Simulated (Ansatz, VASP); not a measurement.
## Two plane-wave programs on CO2

```
C O
1.0
    -1.98241    1.98241    2.99137
     1.98241   -1.98241    2.99137
     1.98241    1.98241   -2.99137
C O
2 4
Direct
  0.00000 0.00000 0.00000
  0.75000 0.25000 0.50000
  0.37500 0.28931 0.41431
  0.71069 0.12500 0.08569
  0.87500 0.96069 0.58569
  0.03931 0.62500 0.91431
```

Alike in both runs: functional PBE; k mesh 10 × 10 × 10; occupations gaussian, width 0.05 eV; no spin polarisation.

Ansatz relaxed the structure, and its values are those at the end. VASP's run is a single point on that final structure, the one shown.

|  | VASP | Ansatz |
| --- | --- | --- |
| version | VASP 6.6.1 | Ansatz 0.2.0 |
| potentials or method | VASP PAW PBE potentials, release 64 (C_h, O_h), cutoff 910 eV | scalar-relativistic, plane waves, PAW |
| valence electrons in the cell | 32 | 32 |

|  | VASP | Ansatz | Ansatz less VASP |
| --- | --- | --- | --- |
| gap on the k mesh at the Fermi level (eV) | 7.70 | 7.71 | +0.012 |
| least direct gap on the mesh (eV) | 8.12 | 8.13 | +0.007 |
| rms of the force components (eV/Å) | 0.004 | 0.000 | -0.0039 |

Noted on VASP's run: the cutoff is short for stress, so the pressure is rough.
